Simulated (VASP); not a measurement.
Write the native input for VASP 6.6.1 that does the following.

- Task: relaxation of cell and atoms
- Functional: PBE
- Potentials or basis: VASP PAW PBE potentials, release 64 (Mg, S)
- Cutoff: 600 eV
- k mesh: 8 × 8 × 8
- Occupations: fermi-dirac, width 0.02 eV
- Spin: no spin polarisation
- Dipole correction: no
- Further INCAR settings: ALGO = Normal; EDIFF = 1e-06; IBRION = 2; EDIFFG = -0.005; NSW = 80; ISIF = 3

The structure of MgS lies in POSCAR:

```
MgS
1.0
    0.0000000000      2.8331200468      2.8331200468
    2.8331200468      0.0000000000      2.8331200468
    2.8331200468      2.8331200468      0.0000000000
Mg S
1 1
Direct
    0.0000000000      0.0000000000      0.0000000000
    0.7500000000      0.7500000000      0.7500000000
```

One way to write it, as run:

INCAR

```
ALGO     = Normal         # electronic algorithm
EDIFF    = 1E-6           # SCF threshold, eV
EDIFFG   = -0.005         # ionic threshold
ENCUT    = 600            # plane-wave cutoff, eV
GGA      = PE             # functional
IBRION   = 2              # ionic algorithm
ISIF     = 3              # what is computed and relaxed
ISMEAR   = -1             # smearing method
LASPH    = T              # aspherical terms in the spheres
LCHARG   = F              # write CHGCAR
LREAL    = F              # projectors in reciprocal space
LWAVE    = F              # write WAVECAR
NELM     = 100            # most SCF steps
NSW      = 80             # ionic steps
PREC     = Accurate       # precision mode
SIGMA    = 0.02           # smearing width, eV
```

KPOINTS

```
k-points
0
Gamma
  8 8 8
```

Potentials or basis: VASP PAW PBE potentials, release 64 (Mg, S).

The run is started by

```bash
$ cat potpaw_PBE.64/Mg/POTCAR potpaw_PBE.64/S/POTCAR > POTCAR
$ mpirun -np 1 vasp_std > vasp.out
```

Results of the run:

```json
{"Relaxed volume": "23.06 Å³/atom", "Relaxed cell": "a = 4.025 Å, b = 4.025 Å, c = 4.025 Å, α = 60.00°, β = 60.00°, γ = 60.00°", "Space group after relaxing (to 0.05 Å)": "F-43m (No. 216)", "Energy gained by relaxing": "0.8 meV/atom", "Ionic steps": "3", "Pressure after relaxing": "0.0 GPa", "Band gap on the k mesh": "3.38 eV, direct"}
```

Run time: 9.3 s on 1 thread of AMD EPYC 9R45 96-Core Processor (Zen 5), on a shared host, peak memory 0.16 GiB.
